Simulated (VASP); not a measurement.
## Ti3N3O: relaxation of the atoms with PBE

System: Ti3N3O, a slab with vacuum.

```
Ti N O
1.0
     3.00286    0.00000    0.00000
     0.00000    3.00286    0.00000
     0.00000    0.00000   19.75849
Ti N O
3 3 1
Direct
  0.50000 0.50000 0.20244
  0.00000 0.00000 0.30725
  0.50000 0.50000 0.40768
  0.00000 0.00000 0.20244
  0.50000 0.50000 0.30557
  0.00000 0.00000 0.41797
  0.50000 0.50000 0.51868
```

```json
{
  "Program": "VASP 6.6.1",
  "Task": "relaxation of the atoms",
  "Functional": "PBE",
  "Potentials or basis": "VASP PAW PBE potentials, release 64 (Ti_sv, N, O)",
  "Cutoff": "520 eV",
  "k mesh": "9 × 9 × 1",
  "Occupations": "gaussian, width 0.1 eV",
  "Spin": "no spin polarisation",
  "Dipole correction": "yes",
  "Atoms held fixed (from 0)": "[0, 1, 3, 4]",
  "Further INCAR settings": "ALGO = Normal; EDIFF = 1e-06; IBRION = 2; EDIFFG = -0.025; NSW = 50",
  "Atoms held along some axes (from 0)": "atom 6 along a and b"
}
```

- Band gap on the k mesh: zero (an odd number of electrons rules out a gap without spin polarisation)

Final structure:
```
Ti N O
1.0
     3.00286    0.00000    0.00000
     0.00000    3.00286    0.00000
     0.00000    0.00000   19.75849
Ti N O
3 3 1
Direct
  0.50000 0.50000 0.20244
  0.00000 0.00000 0.30725
  0.50000 0.50000 0.43594
  0.00000 0.00000 0.20244
  0.50000 0.50000 0.30557
  0.00000 0.00000 0.40591
  0.50000 0.50000 0.51748
```

Levels at points of the mesh, in eV from the Fermi level:
```csv
k point,band 25,band 26,band 27,band 28,band 29,band 30,band 31,band 32
"(0.00, 0.00, 0.00)",-1.11,-1.11,-0.90,-0.83,-0.08,-0.08,0.77,1.00
```

Wall time 73 min on 1 thread of Oxide Virtual Turin-like Processor, with other jobs on the host, peak memory 0.31 GiB.

Caveat: an odd number of electrons without spin polarisation forces a metal; a magnetic or distorted state may lie lower.
